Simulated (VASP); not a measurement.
# Si12NO22 (a cell with a defect) in VASP: further runs

The runs below take Si12NO22 (a cell with a defect) through single point, with PBE+D3(BJ).

Program: VASP 6.6.1. These are calculated values, not measurements. Logs are shortened: lines on timing, memory, paths and dates and some standing lists are left out, and cuts for length are marked.

**1. The cell of the first run**

The cell holds a defect, 35 atoms: a = 7.278 Å, b = 7.278 Å, c = 9.783 Å, α = 70.36°, β = 70.36°, γ = 71.19°.

**2. Single point, PBE+D3(BJ)**

INCAR reads:

```
PREC     = Accurate       # precision mode
ENCUT    = 520            # plane-wave cutoff, eV
EDIFF    = 1E-7           # SCF threshold, eV
ISMEAR   = 0              # smearing method
SIGMA    = 0.05           # smearing width, eV
LREAL    = Auto         
LASPH    = True           # aspherical terms in the spheres
NELM     = 100            # most SCF steps
ALGO     = Normal         # electronic algorithm
ISIF     = 2              # what is computed and relaxed
LWAVE    = False          # write WAVECAR
LCHARG   = False          # write CHGCAR
GGA      = PE             # functional
IVDW     = 12             # dispersion correction
NELECT   = 184.0        
NBANDS   = 116            # bands
```

KPOINTS reads:

```
regular mesh
0
Gamma
  2 2 2
```

POSCAR reads:

```
Si12NO22
1.0
   -2.4457500000      4.2361630000      5.3885000000
    4.8915000000      0.0000000000      5.3885000000
    4.8915000000      8.4723270000      0.0000000000
Si O N
12 22 1
Direct
    0.0846521200      0.5592743902      0.9581380442
    0.4101214872      0.9313349478      0.0317660697
    0.0153049466      0.0067171374      0.2623817224
    0.0776244157      0.5823510877      0.4518089685
    0.3991050563      1.0020698533      0.5129411232
    0.0219323131     -0.0321293995      0.7624370668
    0.6261136627      0.0639284641      0.1831191677
    0.8918468201      0.4293019226      0.2862708792
    0.5102396886      0.3989456135      0.5104293673
    0.6009173919      0.0910046643      0.7148478781
    0.9039232671      0.4258406746      0.7777024779
    0.4941707927      0.4948118556      0.0208412603
    0.3075223926      0.4597801962      0.9856669860
    0.9103051211      0.4958956769      0.1095520897
    0.9232611457      0.1874076860      0.3464275275
    0.2004214750      0.0547439700      0.1183227422
    0.5946623498      0.9858767612      0.0580321506
    0.5677597772      0.3054567023      0.1540552010
    0.2910954748      0.4515527575      0.4917555850
    0.9017023012      0.5461399555      0.6035598100
    0.9694719646      0.1868203245      0.7943294368
    0.5482104154      1.1133538418      0.5452056232
    0.5602268644      0.3386423942      0.6717132950
    0.8495889369      0.9666237382      0.2054795312
    0.4711268103     -0.0151012002      0.3453560088
    0.6597333145      0.5195919151      0.3771006647
    0.0538058642      0.4979521389      0.3264689369
    0.0896998469      0.8123667765      0.3882431388
    0.8242479884      0.9655315421      0.7126619604
    0.4275395609      0.0081187856      0.8507880693
    0.4270808545      0.6924752372      0.0847601711
    0.6782005531      0.5060722501      0.8718179681
    0.0689686751      0.4795685802      0.8270296284
    0.0333736055      0.8017795911      0.9208965810
    0.2291935007     -0.0971742003      0.6325324757
```

Potentials or basis: VASP PAW PBE potentials, release 64 (Si, O, N).

The run is started by

```
$ cat potpaw_PBE.64/Si/POTCAR potpaw_PBE.64/O/POTCAR potpaw_PBE.64/N/POTCAR > POTCAR
$ mpirun -np 1 vasp_std > vasp.out
```

OUTCAR:

```text
PREC = Accurate
   ENCUT = 520
   EDIFF = 1E-7
   ISMEAR = 0
   LREAL = Auto
   LASPH = True
   NELM = 100
   ISIF = 2
   GGA = PE
   IVDW = 12
   NELECT = 184.0
 IVDW          = 12

 ion  position               nearest neighbor table
   1  0.085  0.559  0.958-  34 1.62  13 1.62  33 1.62  14 1.63   6 2.93   8 2.99  11 3.05  12 3.10

   2  0.410  0.931  0.032-  31 1.61  16 1.62  17 1.63  30 1.64  10 2.94   7 3.02   3 3.02  12 3.07

   3  0.015  0.007  0.262-  28 1.61  16 1.62  24 1.62  15 1.63   8 2.98   4 3.00   2 3.02   7 3.05

   4  0.078  0.582  0.452-  28 1.60  20 1.61  27 1.62  19 1.64  11 2.97   3 3.00   8 3.06
   5  0.399  0.002  0.513-  35 1.57  25 1.58  22 1.70   6 3.01   7 3.04  10 3.15
   6  0.022  0.968  0.762-  34 1.62  21 1.63  35 1.66  29 1.67   1 2.93   5 3.01  10 3.05
   7  0.626  0.064  0.183-  24 1.61  17 1.62  18 1.62  25 1.65  12 3.00   2 3.02   5 3.04   3 3.05

   8  0.892  0.429  0.286-  14 1.60  27 1.62  15 1.62  26 1.66   9 2.92   3 2.98   1 2.99   4 3.06

   9  0.510  0.399  0.510-  19 1.57  26 1.60  23 1.62  22 1.93  10 2.53   8 2.92
  10  0.601  0.091  0.715-  29 1.58  30 1.60  23 1.66  22 1.77   9 2.53   2 2.94   6 3.05   5 3.15

  11  0.904  0.426  0.778-  21 1.61  32 1.62  33 1.63  20 1.64   4 2.97   1 3.05  12 3.14
  12  0.494  0.495  0.021-  32 1.61  13 1.62  31 1.63  18 1.63   7 3.00   2 3.07   1 3.10  11 3.14

  13  0.308  0.460  0.986-  12 1.62   1 1.62
  14  0.910  0.496  0.110-   8 1.60   1 1.63
  15  0.923  0.187  0.346-   8 1.62   3 1.63
  16  0.200  0.055  0.118-   2 1.62   3 1.62
  17  0.595  0.986  0.058-   7 1.62   2 1.63
  18  0.568  0.305  0.154-   7 1.62  12 1.63
  19  0.291  0.452  0.492-   9 1.57   4 1.64
  20  0.902  0.546  0.604-   4 1.61  11 1.64
  21  0.969  0.187  0.794-  11 1.61   6 1.63
  22  0.548  0.113  0.545-   5 1.70  10 1.77   9 1.93
  23  0.560  0.339  0.672-   9 1.62  10 1.66
  24  0.850  0.967  0.205-   7 1.61   3 1.62
  25  0.471  0.985  0.345-   5 1.58   7 1.65
  26  0.660  0.520  0.377-   9 1.60   8 1.66
  27  0.054  0.498  0.326-   8 1.62   4 1.62
  28  0.090  0.812  0.388-   4 1.60   3 1.61
  29  0.824  0.966  0.713-  10 1.58   6 1.67
  30  0.428  0.008  0.851-  10 1.60   2 1.64
  31  0.427  0.692  0.085-   2 1.61  12 1.63
  32  0.678  0.506  0.872-  12 1.61  11 1.62
  33  0.069  0.480  0.827-   1 1.62  11 1.63
  34  0.033  0.802  0.921-   1 1.62   6 1.62
  35  0.229  0.903  0.633-   5 1.57   6 1.66

  LATTYP: Found a base centered monoclinic cell.
 ALAT       =    11.8351383188
 B/A-ratio  =     0.7158620513
 C/A-ratio  =     0.8266063436
 COS(beta)  =    -0.4133031352

  Lattice vectors:

 A1 = (   2.4457500000,  -4.2361630000,  -5.3885000000)
 A2 = (  -4.8915000000,   0.0000000000,  -5.3885000000)
 A3 = (   4.8915000000,   8.4723270000,   0.0000000000)

Analysis of symmetry for initial positions (statically):
=====================================================================
 Subroutine PRICEL returns:
 Original cell was already a primitive cell.

 Routine SETGRP: Setting up the symmetry group for a
 base centered monoclinic supercell.

 Subroutine GETGRP returns: Found  1 space group operations
 (whereof  1 operations were pure point group operations)
 out of a pool of  4 trial point group operations.

The static configuration has the point symmetry C_1 .

Analysis of symmetry for dynamics (positions and initial velocities):
=====================================================================
 Subroutine PRICEL returns:
 Original cell was already a primitive cell.

 Routine SETGRP: Setting up the symmetry group for a
 base centered monoclinic supercell.

 Subroutine GETGRP returns: Found  1 space group operations
 (whereof  1 operations were pure point group operations)
 out of a pool of  4 trial point group operations.

The dynamic configuration has the point symmetry C_1 .

 Subroutine INISYM returns: Found  1 space group operations
 (whereof  1 operations are pure point group operations),
 and found     1 'primitive' translations

----------------------------------------------------------------------------------------

                                     Primitive cell

  volume of cell :     446.6246

[... 50 lines left out ...]
                 4           4
                 5           5
                 6           6
[... 27 lines left out ...]
                34          34
                35          35

----------------------------------------------------------------------------------------

 KPOINTS: regular mesh

Automatic generation of k-mesh.
 Grid dimensions read from file:
 generate k-points for:    2    2    2

 Generating k-lattice:

  Cartesian coordinates                     Fractional coordinates (reciprocal lattice)
    -0.051109068  0.029507833  0.046395102     0.500000000  0.000000000  0.000000000
     0.051109068 -0.029507833  0.046395099    -0.000000000  0.500000000  0.000000000
     0.025554531  0.044261749 -0.023197548     0.000000000  0.000000000  0.500000000

  Length of vectors
     0.075068999  0.075068997  0.056127201

  Shift w.r.t. Gamma in fractional coordinates (k-lattice)
     0.000000000  0.000000000  0.000000000

 Subroutine IBZKPT returns following result:
 ===========================================

 Found      8 irreducible k-points:

 Following reciprocal coordinates:
            Coordinates               Weight
  0.000000  0.000000  0.000000      1.000000
  0.500000  0.000000 -0.000000      1.000000
  0.000000  0.500000  0.000000      1.000000
  0.500000  0.500000  0.000000      1.000000
  0.000000 -0.000000  0.500000      1.000000
  0.500000  0.000000  0.500000      1.000000
 -0.000000  0.500000  0.500000      1.000000
  0.500000  0.500000  0.500000      1.000000
   k-points           NKPTS =      8   k-points in BZ     NKDIM =      8   number of bands    NBANDS=    116
   number of dos      NEDOS =    301   number of ions     NIONS =     35
   total plane-waves  NPLWV = 233280
   dimension x,y,z NGX =    54 NGY =   54 NGZ =   80
   dimension x,y,z NGXF=   108 NGYF=  108 NGZF=  160
   ions per type =              12  22   1
   NGX,Y,Z   is equivalent  to a cutoff of  12.34, 12.34, 13.59 a.u.
   NGXF,Y,Z  is equivalent  to a cutoff of  24.67, 24.67, 27.19 a.u.
 SYSTEM =  unknown system
   PREC   = accura    normal or accurate (medium, high low for compatibility)
   ISTART =      0    job   : 0-new  1-cont  2-samecut
   ICHARG =      2    charge: 1-file 2-atom 10-const
   ISPIN  =      1    spin polarized calculation?
   LNONCOLLINEAR =      F non collinear calculations
   LSORBIT =      F    spin-orbit coupling
   LASPH  =      T    aspherical Exc in radial PAW
   ENCUT  =  520.0 eV  38.22 Ry    6.18 a.u.  13.53 13.53 18.19*2*pi/ulx,y,z
   NELM   =    100;   NELMIN=  2; NELMDL= -5     # of ELM steps
   EDIFF  = 0.1E-06   stopping-criterion for ELM
   LREAL  =      T    real-space projection
   EDIFFG = 0.1E-05   stopping-criterion for IOM
   NSW    =      0    number of steps for IOM
   IBRION =     -1    ionic relax: 0-MD 1-quasi-New 2-CG
   NFREE  =      0    steps in history (QN), initial steepest desc. (CG)
   ISIF   =      2    stress and relaxation
   ISYM   =      2    0-nonsym 1-usesym 2-fastsym
   POTIM  = 0.5000    time-step for ionic-motion
   TEBEG  =    0.0;   TEEND  =   0.0 temperature during run
   PSTRESS=    0.0 pullay stress
   NELECT =     184.0000    total number of electrons
   NUPDOWN=      -1.0000    fix difference up-down
   EMIN   =  10.00;   EMAX   =-10.00  energy-range for DOS
   EFERMI =   0.00;   METHOD = LEGACY
   ISMEAR =     0;   SIGMA  =   0.05  broadening in eV -4-tet -1-fermi 0-gaus
   EFERMI_NEDOS =   21; number of points for ismear=-14 and -15
   IALGO  =     38    algorithm
   IMIX   =      4    mixing-type and parameters
     AMIX     =   0.40;   BMIX     =  1.00
     AMIX_MAG =   1.60;   BMIX_MAG =  1.00
  volume/ion in A,a.u.               =      12.76        86.11
  Fermi-wavevector in a.u.,A,eV,Ry     =   1.218148  2.301965 20.189460  1.483883
  Thomas-Fermi vector in A             =   2.353444
   LORBIT       =      0    0 simple, 1 ext, 2 COOP (PROOUT), +10 PAW based schemes
   GGA     = PE    functional components
   LHFCALC =     F    Hartree Fock is set to
   AEXX    =    0.0000 exact exchange contribution
   IVDW    =    12    specifies the selected vdW correction
   LEPSILON=     F    determine dielectric tensor
   LRPA    =     F    only Hartree local field effects (RPA)
 non-spin polarized calculation
 Gauss-broadening in eV      SIGMA  =   0.05
  energy-cutoff  :      520.00
  volume of cell :      446.62
 maximum number of plane-waves:     12064
   NGX = 27   NGY = 27   NGZ = 37

 number of electron     184.0000014 magnetization

 Free energy of the ion-electron system (eV)
  ---------------------------------------------------
  ext. energy  EPLUGINS =         0.00000000
  ---------------------------------------------------
  free energy    TOTEN  =      -275.64852073 eV

  energy without entropy =     -275.64852073  energy(sigma->0) =     -275.64852073

 E-fermi :   2.5199     XC(G=0):  -9.1610

 val. band max:        2.2107400161   @ k =   0.0000   0.5000   0.0000
 cond. band min:       5.7645526052   @ k =   0.0000   0.0000   0.0000
 fundamental gap:      3.5538125891
 Fermi energy:         2.5198563899

 k-point     1 :       0.0000    0.0000    0.0000
  band No.  band energies     occupation
      1     -19.0781      2.00000
      2     -18.1011      2.00000
      3     -17.9383      2.00000
      4     -17.6061      2.00000
      5     -17.4696      2.00000
      6     -17.3589      2.00000
[... 845 lines left out ...]
    103      10.0792      0.00000
    104      10.3280      0.00000
 [bands above 104 left out]

------------------------ aborting loop because EDIFF is reached ----------------------------------------

 Edisp (eV)   -5.13003

 E8    (eV) :    -1.7494

  FORCE on cell =-STRESS in cart. coord.  units (eV):
  Direction    XX          YY          ZZ          XY          YZ          ZX
  --------------------------------------------------------------------------------------
  -------------------------------------------------------------------------------------
  Total      -4.92299    -2.48601     1.53244    -0.07319    -5.33839    -2.94958
  in kB     -17.66026    -8.91807     5.49732    -0.26256   -19.15043   -10.58102
  external pressure =       -7.03 kB  Pullay stress =        0.00 kB

 VOLUME and BASIS-vectors are now :
 -----------------------------------------------------------------------------
  energy-cutoff  :      520.00
  volume of cell :      446.62
      direct lattice vectors                 reciprocal lattice vectors
    -2.445750000  4.236163000  5.388500000    -0.102218137  0.059015665  0.092790204
     4.891500000  0.000000000  5.388500000     0.102218137 -0.059015665  0.092790199
     4.891500000  8.472327000  0.000000000     0.051109062  0.088523498 -0.046395097

 POSITION                                       TOTAL-FORCE (eV/Angst)
 -----------------------------------------------------------------------------------
      7.21539      8.47626      3.46980        -0.016637      0.000319      0.015269
      3.70795      2.00647      7.22844        -0.009628     -0.001394     -0.012547
      1.27886      2.28782      0.11867        -0.048078      0.020176      0.014780
      4.86874      4.15670      3.55628        -0.031421      0.018354      0.013251
      1.54307      6.03648      2.16173         0.050212     -0.042770      0.031351
      8.41016      6.55253      5.33355         0.061636      0.009946      0.053736
[... 27 lines left out ...]
      8.34485      7.94351      4.50022         0.040348      0.025130      0.023240
      6.94965      6.32992      6.09989         0.218649     -0.009285      0.057389
 -----------------------------------------------------------------------------------
    total drift:                                0.024135      0.011083     -0.002800

  FREE ENERGIE OF THE ION-ELECTRON SYSTEM (eV)
  ---------------------------------------------------
  free  energy   TOTEN  =      -280.7785491561 eV

  energy  without entropy=     -280.7785491561  energy(sigma->0) =     -280.77854916
```

It took 11 min on 1 thread of Intel Xeon Platinum 8488C (Sapphire Rapids), shared host; peak memory 0.63 GiB.

What came out:

* Free energy: -280.7785 eV
* Largest force: 0.313 eV/Å
* Dispersion energy per atom: -0.147 eV

Forces on the atoms (eV/Å):
```
Si  -0.017  0.000  0.015
Si  -0.010 -0.001 -0.013
Si  -0.048  0.020  0.015
Si  -0.031  0.018  0.013
Si   0.050 -0.043  0.031
Si   0.062  0.010  0.054
Si  -0.055  0.024 -0.030
Si  -0.026 -0.016  0.003
Si  -0.253 -0.075 -0.167
Si  -0.020  0.033 -0.020
Si   0.075 -0.031  0.011
Si   0.039  0.031 -0.008
O    0.027  0.003  0.002
O   -0.050 -0.024  0.008
O   -0.058  0.022  0.023
O   -0.014 -0.017  0.014
O   -0.012 -0.017  0.010
O    0.005  0.003 -0.030
O    0.004 -0.020 -0.090
O    0.053 -0.015  0.008
O    0.134 -0.004 -0.053
O    0.073 -0.048  0.086
O    0.019  0.063  0.026
O   -0.016  0.002  0.030
O   -0.082  0.040  0.038
O   -0.148 -0.054 -0.078
O    0.035 -0.016 -0.022
O   -0.058 -0.002  0.019
O   -0.020  0.062  0.013
O   -0.037  0.012 -0.051
O    0.016  0.036 -0.023
O    0.074  0.019  0.037
O    0.031 -0.031  0.047
O    0.040  0.025  0.023
N    0.219 -0.009  0.057
```

Caveat: the k points lie up to 0.47 Å⁻¹ apart; the cell carries a net charge on a neutralising background, which shifts energy and pressure; the cell is charged against a uniform background, so pressure and absolute levels hang on convention.

**3. Single point, PBE+D3(BJ)**

INCAR reads:

```
PREC = Accurate
ENCUT = 520
EDIFF = 1E-6
ISMEAR = 0
SIGMA = 0.05
LREAL = Auto
LASPH = T
NELM = 80
ALGO = Normal
ISIF = 2
LWAVE = F
LCHARG = T
GGA = PE
IVDW = 12
LELF = T
LVHAR = T
NBANDS = 116
NELECT = 184.0
```

KPOINTS reads:

```
Automatic mesh
0
Gamma
  2 2 2
```

POSCAR reads:

```
Si12NO22
1.0
   -2.4457500000      4.2361630000      5.3885000000
    4.8915000000      0.0000000000      5.3885000000
    4.8915000000      8.4723270000      0.0000000000
Si O N
12 22 1
Direct
    0.0983268540      0.5639164419      0.9473727134
    0.4023176035      0.9228773487      0.0393655785
    0.0122894743     -0.0172290679      0.2738975707
    0.0869779614      0.5550682481      0.4453443756
    0.3581784799      1.0943992318      0.5041171777
    0.0037218634     -0.0020392059      0.7822084275
    0.6184156582      0.0655893525      0.1895019479
    0.9001336689      0.4140404055      0.2737696570
    0.5286414647      0.3766670627      0.5016234131
    0.5913137683      0.0992439008      0.7240705527
    0.8990588650      0.4372803760      0.7824563548
    0.5042267992      0.5005116252      0.0081271756
    0.3222870614      0.4550769546      0.9728886143
    0.9278277658      0.4815215893      0.0960868659
    0.9334090093      0.1734710130      0.3472009863
    0.1849637124      0.0372851510      0.1226238748
    0.5827872763      0.9664783821      0.0781635439
    0.6050696543      0.3039636574      0.1234819334
    0.3129043695      0.3933224097      0.4679882029
    0.9244186375      0.5011664047      0.6007141806
    0.9178126940      0.1973863410      0.8493486884
    0.5675699501      1.1098742366      0.5459604165
    0.5456274595      0.3511465964      0.6686453609
    0.8275400983      0.9446193153      0.2366901389
    0.4344339556      0.0478809744      0.3437197303
    0.6643605477      0.5034388398      0.3619682561
    0.0544351142      0.4935541221      0.3136857186
    0.1055075498      0.7839479573      0.3937484733
    0.8105551255      0.9788359852      0.7361482115
    0.4174326691      0.0165296581      0.8588527298
    0.4186352974      0.6839683957      0.0890695842
    0.6762038962      0.5589405781      0.8550268509
    0.0763639309      0.5027658826      0.8087132309
    0.0502135978      0.8046083378      0.9218191194
    0.1933721010      0.0014598560      0.6338198774
```

Potentials or basis: VASP PAW PBE potentials, release 64 (Si, O, N).

The run is started by

```
$ cat potpaw_PBE.64/Si/POTCAR potpaw_PBE.64/O/POTCAR potpaw_PBE.64/N/POTCAR > POTCAR
$ mpirun -np 1 vasp_std > vasp.out
```

Wall time 24 min (1 thread of Intel Xeon 8259CL, shared host); peak memory 0.65 GiB.

The run converged. Its results:

| Item | Value |
| --- | --- |
| Free energy | -281.0135 eV |
| Largest force | 0.089 eV/Å |
| Dispersion energy per atom | -0.147 eV |

Forces on the atoms (eV/Å):
```
Si  -0.012  0.006 -0.018
Si   0.004 -0.024  0.008
Si   0.006  0.021 -0.008
Si  -0.027  0.009  0.013
Si   0.006  0.032 -0.083
Si  -0.029 -0.016  0.011
Si  -0.011  0.025 -0.027
Si   0.029 -0.026  0.009
Si   0.018 -0.062  0.003
Si  -0.024 -0.011 -0.013
Si  -0.001 -0.038 -0.004
Si   0.012  0.023 -0.002
O    0.004  0.004 -0.002
O   -0.013 -0.007  0.017
O   -0.001 -0.005 -0.008
O    0.002  0.005  0.002
O    0.004 -0.009 -0.006
O   -0.003 -0.015  0.008
O    0.023 -0.010 -0.003
O    0.007  0.020 -0.007
O   -0.015 -0.006 -0.013
O   -0.006 -0.003 -0.009
O    0.051  0.061  0.026
O    0.000  0.009  0.008
O   -0.028 -0.018  0.028
O   -0.017 -0.009  0.045
O    0.006 -0.005 -0.010
O    0.007 -0.013  0.017
O   -0.011  0.043  0.023
O    0.004  0.008 -0.024
O   -0.008 -0.001 -0.005
O   -0.003  0.004  0.001
O    0.007 -0.005  0.019
O   -0.002 -0.003 -0.001
N    0.021  0.012  0.007
```

Levels at points of the mesh, in eV from the Fermi level:
| k point | band 90 | band 91 | band 92 | band 93 | band 94 | band 95 |
| --- | --- | --- | --- | --- | --- | --- |
| (0.00, 0.00, 0.00) | -1.74 | -0.50 | -0.22 | 3.28 | 5.07 | 5.70 |
| (0.50, 0.00, 0.00) | -1.62 | -0.52 | -0.25 | 3.92 | 5.11 | 5.43 |
| (0.00, 0.50, 0.00) | -1.59 | -0.52 | -0.22 | 3.89 | 4.98 | 5.55 |
| (0.50, 0.50, 0.00) | -1.58 | -0.53 | -0.26 | 4.13 | 5.20 | 5.48 |
| (0.00, 0.00, 0.50) | -1.78 | -0.52 | -0.24 | 3.60 | 4.94 | 5.26 |
| (0.50, 0.00, 0.50) | -1.61 | -0.51 | -0.27 | 3.96 | 5.19 | 5.36 |
| (0.00, 0.50, 0.50) | -1.60 | -0.53 | -0.24 | 3.94 | 5.07 | 5.49 |
| (0.50, 0.50, 0.50) | -1.58 | -0.52 | -0.26 | 4.11 | 5.11 | 5.33 |

Caveat: the k points lie up to 0.47 Å⁻¹ apart; the cell carries a net charge on a neutralising background, which shifts energy and pressure; the cell is charged against a uniform background, so pressure and absolute levels hang on convention.
